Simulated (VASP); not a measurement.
# ZnF2 (P4_2/mnm) in VASP: relaxation of the atoms with r2SCAN

Aim: the relaxation of the atoms of ZnF2 with r2SCAN.

All numbers are computed with VASP 6.6.1; they aren't measurements. Logs are shortened: lines on timing, memory, paths and dates and some standing lists are left out, and cuts for length are marked.

### 1 The cell of the first run

Symmetry: P4_2/mnm, No. 136, tetragonal system. The conventional cell has a = 4.703 Å, b = 4.703 Å, c = 3.133 Å, α = 90.00°, β = 90.00°, γ = 90.00°. Zn (site symmetry mmm) has 6 F at 2.02 to 2.04 Å within 2.7 Å. Within 2.7 Å of F (site symmetry m2m) lie 3 Zn at 2.02 to 2.04 Å and 1 F at 2.62 Å.

### 2 Relaxation of the atoms, r2SCAN

The input, POSCAR:

```
ZnF2
1.0
    4.7029441700      0.0000000000      0.0000000000
    0.0000000000      4.7029441700      0.0000000000
    0.0000000000      0.0000000000      3.1328902100
Zn F
2 4
Direct
    0.5000000000      0.5000000000      0.5000000000
    0.0000000000      0.0000000000      0.0000000000
    0.6968616200      0.6968616200      0.0000000000
    0.8031383800      0.1968616200      0.5000000000
    0.3031383800      0.3031383800      0.0000000000
    0.1968616200      0.8031383800      0.5000000000
```

The input, INCAR.step1:

```
SYSTEM = ZnF2
PREC = Accurate
ENCUT = 580
ISMEAR = -1
SIGMA = 0.01
LREAL = .FALSE.
LASPH = .TRUE.
NELM = 120
GGA = PE
ALGO = Normal
EDIFF = 1E-5
LWAVE = .TRUE.
LCHARG = .FALSE.
GGA_COMPAT = .FALSE.
IBRION = 2
EDIFFG = -0.01
NELMIN = 4
NSW = 100
KPAR = 4
```

The input, INCAR.step2:

```
SYSTEM = ZnF2
PREC = Accurate
ENCUT = 580
EDIFF = 1E-7
ISMEAR = -1
SIGMA = 0.01
LREAL = .FALSE.
LASPH = .TRUE.
NELM = 120
ALGO = Normal
ISIF = 2
LWAVE = .FALSE.
LCHARG = .FALSE.
METAGGA = R2SCAN
LMIXTAU = .TRUE.
IBRION = 2
NSW = 80
EDIFFG = -0.02
ISTART = 1
GGA_COMPAT = .FALSE.
NELMIN = 4
KPAR = 4
```

The input, KPOINTS:

```
Automatic mesh
0
G
  7 7 11
  0 0 0
```

Potentials or basis: VASP PAW PBE potentials, release 64 (Zn, F).

The run is started by

```bash
cat potpaw_PBE.64/Zn/POTCAR potpaw_PBE.64/F/POTCAR > POTCAR
cp INCAR.step1 INCAR
mpirun -np 4 vasp_std > vasp.out
cp INCAR.step2 INCAR
mpirun -np 4 vasp_std > vasp.out
```

OUTCAR:

```text
SYSTEM = ZnF2
   PREC = Accurate
   ENCUT = 580
   EDIFF = 1E-7
   ISMEAR = -1
   LREAL = .FALSE.
   LASPH = .TRUE.
   NELM = 120
   ISIF = 2
   METAGGA = R2SCAN
   IBRION = 2
   NSW = 80
   EDIFFG = -0.02
   ISTART = 1
   NELMIN = 4

 ion  position               nearest neighbor table
   1  0.500  0.500  0.500-   4 2.02   6 2.02   5 2.04   3 2.04   3 2.04   5 2.04
   2  0.000  0.000  0.000-   3 2.02   5 2.02   4 2.04   6 2.04   4 2.04   6 2.04
   3  0.697  0.697  0.000-   2 2.02   1 2.04   1 2.04
   4  0.803  0.197  0.500-   1 2.02   2 2.04   2 2.04
   5  0.303  0.303  0.000-   2 2.02   1 2.04   1 2.04
   6  0.197  0.803  0.500-   1 2.02   2 2.04   2 2.04

  LATTYP: Found a simple tetragonal cell.
 ALAT       =     4.7029441700
 C/A-ratio  =     0.6661550928

  Lattice vectors:

 A1 = (   4.7029441700,   0.0000000000,   0.0000000000)
 A2 = (   0.0000000000,   4.7029441700,   0.0000000000)
 A3 = (   0.0000000000,   0.0000000000,   3.1328902100)

Analysis of symmetry for initial positions (statically):
=====================================================================
 Subroutine PRICEL returns:
 Original cell was already a primitive cell.

 Routine SETGRP: Setting up the symmetry group for a
 simple tetragonal supercell.

 Subroutine GETGRP returns: Found 16 space group operations
 (whereof  8 operations were pure point group operations)
 out of a pool of 16 trial point group operations.

The static configuration has the point symmetry D_2h.
 The point group associated with its full space group is D_4h.

Analysis of symmetry for dynamics (positions and initial velocities):
=====================================================================
 Subroutine PRICEL returns:
 Original cell was already a primitive cell.

 Routine SETGRP: Setting up the symmetry group for a
 simple tetragonal supercell.

 Subroutine GETGRP returns: Found 16 space group operations
 (whereof  8 operations were pure point group operations)
 out of a pool of 16 trial point group operations.

The dynamic configuration has the point symmetry D_2h.
 The point group associated with its full space group is D_4h.

 Subroutine INISYM returns: Found 16 space group operations
 (whereof  8 operations are pure point group operations),
 and found     1 'primitive' translations

----------------------------------------------------------------------------------------

                                     Primitive cell

  volume of cell :      69.2923

  direct lattice vectors                    reciprocal lattice vectors
     4.702944170  0.000000000  0.000000000     0.212632760  0.000000000  0.000000000
     0.000000000  4.702944170  0.000000000     0.000000000  0.212632760  0.000000000
     0.000000000  0.000000000  3.132890210     0.000000000  0.000000000  0.319194077

  length of vectors
     4.702944170  4.702944170  3.132890210     0.212632760  0.212632760  0.319194077

  position of ions in fractional coordinates (direct lattice)
     0.500000000  0.500000000  0.500000000
     0.000000000  0.000000000  0.000000000
     0.696861620  0.696861620  0.000000000
     0.803138380  0.196861620  0.500000000
     0.303138380  0.303138380  0.000000000
     0.196861620  0.803138380  0.500000000

  ion indices of the primitive-cell ions
   primitive index   ion index
                 1           1
                 2           2
                 3           3
                 4           4
                 5           5
                 6           6

----------------------------------------------------------------------------------------

 KPOINTS: Automatic mesh

Automatic generation of k-mesh.
 Grid dimensions read from file:
 generate k-points for:    7    7   11

 Generating k-lattice:

  Cartesian coordinates                     Fractional coordinates (reciprocal lattice)
     0.030376109  0.000000000  0.000000000     0.142857143  0.000000000  0.000000000
     0.000000000  0.030376109  0.000000000     0.000000000  0.142857143  0.000000000
     0.000000000  0.000000000  0.029017643     0.000000000  0.000000000  0.090909091

  Length of vectors
     0.030376109  0.030376109  0.029017643

  Shift w.r.t. Gamma in fractional coordinates (k-lattice)
     0.000000000  0.000000000  0.000000000

 Subroutine IBZKPT returns following result:
 ===========================================

 Found     60 irreducible k-points:

 Following reciprocal coordinates:
            Coordinates               Weight
  0.000000  0.000000  0.000000      1.000000
  0.142857  0.000000  0.000000      4.000000
  0.285714  0.000000  0.000000      4.000000
  0.428571  0.000000  0.000000      4.000000
  0.142857  0.142857  0.000000      4.000000
  0.285714  0.142857  0.000000      8.000000
[... 16 lines left out ...]
  0.285714  0.000000  0.181818      8.000000
  0.428571  0.000000  0.181818      8.000000
 [... further k-points ...]
   k-points           NKPTS =     60   k-points in BZ     NKDIM =     60   number of bands    NBANDS=     31
   number of dos      NEDOS =    301   number of ions     NIONS =      6
   total plane-waves  NPLWV =  44800
   dimension x,y,z NGX =    40 NGY =   40 NGZ =   28
   dimension x,y,z NGXF=    80 NGYF=   80 NGZF=   56
   ions per type =               2   4
   NGX,Y,Z   is equivalent  to a cutoff of  14.14, 14.14, 14.86 a.u.
   NGXF,Y,Z  is equivalent  to a cutoff of  28.28, 28.28, 29.72 a.u.
 SYSTEM =  ZnF2
   PREC   = accura    normal or accurate (medium, high low for compatibility)
   ISTART =      1    job   : 0-new  1-cont  2-samecut
   ICHARG =      0    charge: 1-file 2-atom 10-const
   ISPIN  =      1    spin polarized calculation?
   LNONCOLLINEAR =      F non collinear calculations
   LSORBIT =      F    spin-orbit coupling
   LASPH  =      T    aspherical Exc in radial PAW
   ENCUT  =  580.0 eV  42.63 Ry    6.53 a.u.   9.24  9.24  6.15*2*pi/ulx,y,z
   NELM   =    120;   NELMIN=  4; NELMDL=  0     # of ELM steps
   EDIFF  = 0.1E-06   stopping-criterion for ELM
   LREAL  =      F    real-space projection
   EDIFFG = -.2E-01   stopping-criterion for IOM
   NSW    =     80    number of steps for IOM
   IBRION =      2    ionic relax: 0-MD 1-quasi-New 2-CG
   NFREE  =      1    steps in history (QN), initial steepest desc. (CG)
   ISIF   =      2    stress and relaxation
   ISYM   =      2    0-nonsym 1-usesym 2-fastsym
   POTIM  = 0.5000    time-step for ionic-motion
   TEBEG  =    0.0;   TEEND  =   0.0 temperature during run
   PSTRESS=    0.0 pullay stress
   NELECT =      52.0000    total number of electrons
   NUPDOWN=      -1.0000    fix difference up-down
   EMIN   =  10.00;   EMAX   =-10.00  energy-range for DOS
   EFERMI =   0.00;   METHOD = LEGACY
   ISMEAR =    -1;   SIGMA  =   0.01  broadening in eV -4-tet -1-fermi 0-gaus
   EFERMI_NEDOS =   21; number of points for ismear=-14 and -15
   IALGO  =     38    algorithm
   IMIX   =      4    mixing-type and parameters
     AMIX     =   0.40;   BMIX     =  1.00
     AMIX_MAG =   1.60;   BMIX_MAG =  1.00
  volume/ion in A,a.u.               =      11.55        77.93
  Fermi-wavevector in a.u.,A,eV,Ry     =   1.487696  2.811339 30.112970  2.213241
  Thomas-Fermi vector in A             =   2.600825
   LORBIT       =      0    0 simple, 1 ext, 2 COOP (PROOUT), +10 PAW based schemes
   METAGGA = R2SCAN    functional components
   LHFCALC =     F    Hartree Fock is set to
   AEXX    =    0.0000 exact exchange contribution
   IVDW    =     0    specifies the selected vdW correction
   LEPSILON=     F    determine dielectric tensor
   LRPA    =     F    only Hartree local field effects (RPA)
 conjugate gradient relaxation of ions
 non-spin polarized calculation
  energy-cutoff  :      580.00
  volume of cell :       69.29
 maximum number of plane-waves:      2218
 NGX is ok and might be reduce to    40
   NGX = 19   NGY = 19   NGZ = 13

 number of electron      52.0000010 magnetization

 Free energy of the ion-electron system (eV)
  ---------------------------------------------------
  ext. energy  EPLUGINS =         0.00000000
  ---------------------------------------------------
  free energy    TOTEN  =       -45.67342212 eV

  energy without entropy =      -45.67342212  energy(sigma->0) =      -45.67342212

 E-fermi :  -1.3470     XC(G=0): -10.9605

 val. band max:       -1.6241739210   @ k =   0.0000   0.0000   0.0000
 cond. band min:       2.5837961376   @ k =   0.0000   0.0000   0.0000
 fundamental gap:      4.2079700586
 Fermi energy:        -1.3470039851

 k-point     1 :       0.0000    0.0000    0.0000
  band No.  band energies     occupation
      1     -24.7503      2.00000
      2     -24.0106      2.00000
      3     -24.0106      2.00000
      4     -23.9722      2.00000
      5      -7.9076      2.00000
      6      -7.0764      2.00000
[... 23 lines left out ...]
     30       8.7923      0.00000
     31      12.5144      0.00000

 k-point     2 :       0.1429    0.0000    0.0000
  band No.  band energies     occupation
      1     -24.7201      2.00000
      2     -24.0815      2.00000
      3     -24.0041      2.00000
      4     -23.9418      2.00000
      5      -7.8087      2.00000
      6      -7.0423      2.00000
[... 23 lines left out ...]
     30       9.3306      0.00000
     31      12.4081      0.00000

 k-point     3 :       0.2857    0.0000    0.0000
  band No.  band energies     occupation
      1     -24.6340      2.00000
      2     -24.2056      2.00000
      3     -23.9865      2.00000
      4     -23.9303      2.00000
      5      -7.5367      2.00000
      6      -6.9607      2.00000
[... 23 lines left out ...]
     30       9.6981      0.00000
     31      12.1532      0.00000

 k-point     4 :       0.4286    0.0000    0.0000
  band No.  band energies     occupation
      1     -24.5053      2.00000
      2     -24.3545      2.00000
      3     -23.9628      2.00000
      4     -23.9408      2.00000
      5      -7.1782      2.00000
      6      -6.9414      2.00000
[... 635 lines left out ...]
     30       9.8597      0.00000
     31      12.1998      0.00000

 k-point    23 :       0.2857    0.0000    0.1818
  band No.  band energies     occupation
      1     -24.5460      2.00000
      2     -24.1714      2.00000
      3     -23.9812      2.00000
      4     -23.9443      2.00000
      5      -7.3247      2.00000
      6      -6.8208      2.00000
[... 23 lines left out ...]
     30      10.1100      0.00000
     31      11.9316      0.00000

 k-point    24 :       0.4286    0.0000    0.1818
  band No.  band energies     occupation
      1     -24.4323      2.00000
      2     -24.3002      2.00000
      3     -23.9651      2.00000
      4     -23.9504      2.00000
      5      -6.9926      2.00000
      6      -6.7514      2.00000
[... 23 lines left out ...]
     30      10.2836      0.00000
     31      11.9790      0.00000

 [... further k-points ...]
[... 5 lines left out ...]
  --------------------------------------------------------------------------------------
  -------------------------------------------------------------------------------------
  Total        0.1119238      0.1119238      0.1118467      0.0000000      0.0000000      0.0000000
  in kB        2.5879039      2.5879039      2.5861215      0.0000000      0.0000000      0.0000000
  external PRESSURE =       2.5873098 kB  Pullay stress =       0.0000000 kB

 VOLUME and BASIS-vectors are now :
 -----------------------------------------------------------------------------
  energy-cutoff  :      580.00
  volume of cell :       69.29
      direct lattice vectors                 reciprocal lattice vectors
     4.702944170  0.000000000  0.000000000     0.212632760  0.000000000  0.000000000
     0.000000000  4.702944170  0.000000000     0.000000000  0.212632760  0.000000000
     0.000000000  0.000000000  3.132890210     0.000000000  0.000000000  0.319194077

 POSITION                                       TOTAL-FORCE (eV/Angst)
 -----------------------------------------------------------------------------------
      2.35147      2.35147      1.56645         0.000000      0.000000      0.000000
      0.00000      0.00000      0.00000         0.000000      0.000000      0.000000
      3.27730      3.27730      0.00000         0.004104      0.004104      0.000000
      3.77711      0.92583      1.56645        -0.004104      0.004104      0.000000
      1.42564      1.42564      0.00000        -0.004104     -0.004104      0.000000
      0.92583      3.77711      1.56645         0.004104     -0.004104      0.000000
 -----------------------------------------------------------------------------------
    total drift:                               -0.000000     -0.000000     -0.000000

  FREE ENERGIE OF THE ION-ELECTRON SYSTEM (eV)
  ---------------------------------------------------
  free  energy   TOTEN  =       -45.6734221187 eV

  energy  without entropy=      -45.6734221187  energy(sigma->0) =      -45.67342212

 reached required accuracy - stopping structural energy minimisation
```

It took 4.7 min on 4 MPI ranks of Intel Xeon Platinum 8259CL at 2.50GHz (Skylake/Cascade Lake), shared host; peak memory 0.28 GiB.

Results:

```yaml
Free_energy: -45.6734 eV
Pressure_after_relaxing: 0.3 GPa
Largest_force_after_relaxing: 0.006 eV/Å
Band_gap_on_the_k_mesh: 4.21 eV, direct
```

Forces on the atoms (eV/Å):
```
Zn   0.000  0.000  0.000
Zn   0.000  0.000  0.000
F    0.004  0.004  0.000
F   -0.004  0.004  0.000
F   -0.004 -0.004  0.000
F    0.004 -0.004  0.000
```

Final structure:
```
Zn F
1.0
     4.70294    0.00000    0.00000
     0.00000    4.70294    0.00000
     0.00000    0.00000    3.13289
Zn F
2 4
Cartesian
  2.3515 2.3515 1.5664
  0.0000 0.0000 0.0000
  3.2773 3.2773 0.0000
  3.7771 0.9258 1.5664
  1.4256 1.4256 0.0000
  0.9258 3.7771 1.5664
```

Levels at points of the mesh, in eV from the valence-band top:
```csv
k point,band 23,band 24,band 25,band 26,band 27,band 28,band 29,band 30
"(0.00, 0.00, 0.00)",-1.34,-0.38,-0.38,0.00,4.21,10.23,10.42,10.42
```

Caveat: the relaxation stopped at its first step, so nothing moved; the PAW data sets were made with another functional, which shifts forces and pressure a little.
